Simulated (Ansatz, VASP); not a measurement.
# AgI: VASP beside Ansatz

```
CELL_PARAMETERS angstrom
0.00000 3.22510 3.22510
3.22510 0.00000 3.22510
3.22510 3.22510 0.00000
ATOMIC_POSITIONS crystal
Ag 0.00000 0.00000 0.00000
I 0.75000 0.75000 0.75000
```

Alike in both runs: functional PBEsol; k mesh 8 × 8 × 8; no spin polarisation.

Ansatz relaxed the structure, and its values are those at the end. VASP's run is a single point on that final structure, the one shown.

|  | VASP | Ansatz |
| --- | --- | --- |
| version | VASP 6.6.1 | Ansatz 0.2.0 |
| potentials or method | VASP PAW PBE potentials, release 64 (Ag, I), cutoff 500 eV | scalar-relativistic, plane waves, PAW |
| occupations | gaussian, width 0.01 eV | fixed |
| valence electrons in the cell | 18 | 36 |

```csv
,VASP,Ansatz,Ansatz less VASP
gap on the k mesh at the Fermi level (eV),1.20,1.20,-0.003
least direct gap on the mesh (eV),1.20,1.20,-0.003
pressure (GPa),0.0,0.0,+0.03
```

VASP's potentials were made for PBE, not for PBEsol. VASP's potentials hold 18 valence electrons a cell and Ansatz's 36, so a difference there can come from the potentials and not from the codes.

Neither program's run includes spin-orbit coupling.
